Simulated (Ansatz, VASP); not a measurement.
**HgTe: VASP beside Ansatz**

POSCAR

```
HgTe
1.0
    0.0000000000      3.2145000000      3.2145000000
    3.2145000000      0.0000000000      3.2145000000
    3.2145000000      3.2145000000      0.0000000000
Hg Te
1 1
Direct
    0.0000000000      0.0000000000      0.0000000000
    0.7500000000      0.7500000000      0.7500000000
```

File INCAR.step1:

```
ALGO = Normal
EDIFF = 1E-4
ENCUT = 600
GGA = PE
ISMEAR = -1
LASPH = True
LCHARG = False
LREAL = False
LWAVE = True
NELM = 100
PREC = Accurate
SIGMA = 0.1
```

Contents of INCAR.step2:

```
ALGO = Normal
EDIFF = 1E-7
EDIFFG = -0.002
ENCUT = 600
IBRION = 2
ISIF = 3
ISMEAR = -1
ISTART = 1
LASPH = True
LCHARG = False
LMIXTAU = True
LREAL = False
LWAVE = False
METAGGA = R2SCAN
NELM = 100
NSW = 100
PREC = Accurate
SIGMA = 0.1
```

Contents of KPOINTS:

```
k-points
0
Gamma
  10 10 10
```

Input for Ansatz:

```yaml
crystal:
  lattice:
    - [0.0, 3.2145, 3.2145]
    - [3.2145, 0.0, 3.2145]
    - [3.2145, 3.2145, 0.0]
  atoms:
    - { symbol: Hg, position: [0.0, 0.0, 0.0] }
    - { symbol: Te, position: [0.75, 0.75, 0.75] }
kpoints:
  mp_grid: { grid: [10, 10, 10] }
scf:
  occupations: { method: fermi_dirac, width: 0.1 }
hamiltonian:
  xc: r2scan
  pseudopotentials: { kind: paw }
relax:
  f_tol: 0.002
  max_steps: 80
  cell: {}
output:
  forces: true
  stress: true
```

Alike in both runs: task relaxation of cell and atoms; functional r2SCAN; k mesh 10 × 10 × 10; occupations fermi-dirac, width 0.1 eV; no spin polarisation.

|  | VASP | Ansatz |
| --- | --- | --- |
| version | VASP 6.6.1 | Ansatz 0.2.0 |
| potentials or method | VASP PAW PBE potentials, release 64 (Hg, Te) | PAW with Ansatz's default frozen-core files, scalar-relativistic |
| plane-wave cutoff (eV) | 600 | 500 |
| valence electrons in the cell | 18 | 36 |

VASP gave:

```
relaxed volume (Å³/atom)                                     : 35.56
relaxed cell length with the largest relative difference (Å) : 4.650
```

Q: What did Ansatz give for the same quantities?

A: Relaxed volume (Å³/atom): 35.47; relaxed cell length with the largest relative difference (Å): 4.647.

VASP's potentials were made for PBE, not for r2SCAN. VASP's potentials hold 18 valence electrons a cell and Ansatz's 36, so a difference there can come from the potentials and not from the codes.

Neither program's run includes spin-orbit coupling.
